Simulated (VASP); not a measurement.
Runs of VASP 6.6.1 on Sn2H. The structure is that of space group P6_3/mmc (No. 194), or close to it. The cells are those of the table. The cell was generated, and may not be a known phase.

```csv
task,cell,k mesh,cutoff (eV),gap on the mesh (eV),pressure (GPa)
single point,"a = 3.619, b = 3.619, c = 10.756 Å, angles 90.0, 90.0, 120.0°, 6 atoms",12 × 12 × 6,520,none,-0.1
relaxation of cell and atoms,"relaxed from a = 4.702, b = 4.702, c = 5.734 Å, angles 90.0, 90.0, 120.0°, 6 atoms",6 × 6 × 4,600,none,0.0
single point,"a = 4.943, b = 4.943, c = 5.825 Å, angles 90.0, 90.0, 120.0°, 6 atoms",6 × 6 × 4,520,none,0.0
single point,"a = 4.702, b = 4.702, c = 5.734 Å, angles 90.0, 90.0, 120.0°, 6 atoms",6 × 6 × 4,520,none,(a)
```

Alike in all rows: level PBE; potentials or basis VASP PAW PBE potentials, release 64 (Sn_d, H); no spin polarisation; smearing gaussian 0.1 eV.

Fill in the values left out.

(a) 6.8.

Caveats: spin-orbit coupling is left out, which moves the levels of the heavy elements; the cell stands under pressure (at least some runs).

A k mesh can miss the band edges, and the runs leave out spin-orbit coupling on Sn.

A gap of «none» marks levels without a gap at the run's occupations.
